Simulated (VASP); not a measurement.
Wanted: the native input for a VASP 6.6.1 run.

| Item | Value |
| --- | --- |
| Task | single point |
| Functional | PBEsol |
| Potentials or basis | VASP PAW PBE potentials, release 64 (Cu, I) |
| Cutoff | 520 eV |
| k mesh | 6 × 6 × 6 |
| Occupations | gaussian, width 0.01 eV |
| Spin | no spin polarisation |
| Dipole correction | no |
| Further INCAR settings | ALGO = Normal; EDIFF = 1e-06; NBANDS = 16 |

The structure of CuI (Marshite) lies in POSCAR:

```
CuI
1.0
    2.9101498813      2.9101498813      0.0000000000
   -2.9101498813      2.9101498813      0.0000000000
    0.0000000000      2.9101498813      3.0523349237
Cu I
1 1
Direct
    0.7500000000      0.2500000000      0.5000000000
    0.0000000000      0.0000000000      0.0000000000
```

This cell differs from its parent crystal: in-plane strain -0.02, then relaxed in part.

The input as run:

INCAR

```
  PREC = Accurate
  ENCUT = 520
  EDIFF = 1E-6
  ISMEAR = 0
  SIGMA = 0.01
  LREAL = F
  LASPH = T
  NELM = 100
  ALGO = Normal
  ISIF = 2
  LWAVE = F
  LCHARG = F
  GGA = PS
  NBANDS = 16
```

KPOINTS

```
Automatic mesh
0
Gamma
  6 6 6
```

Potentials or basis: VASP PAW PBE potentials, release 64 (Cu, I).

Run with:

```sh
$ cat potpaw_PBE.64/Cu/POTCAR potpaw_PBE.64/I/POTCAR > POTCAR
$ mpirun -np 1 vasp_std > vasp.out
```

It gave:

| Item | Value |
| --- | --- |
| Pressure | 1.1 GPa |
| Band gap on the k mesh | 1.20 eV, direct |

Caveat: the cell differs from its parent crystal (in-plane strain -0.02, then relaxed in part); the PAW data sets were made with another functional, which shifts forces and pressure a little; spin-orbit coupling is left out, which moves the levels of the heavy elements.

Run time: 8.7 s on 1 thread of Intel(R) Xeon(R) 6975P-C (Granite Rapids), with other jobs on the host, peak memory 0.18 GiB.
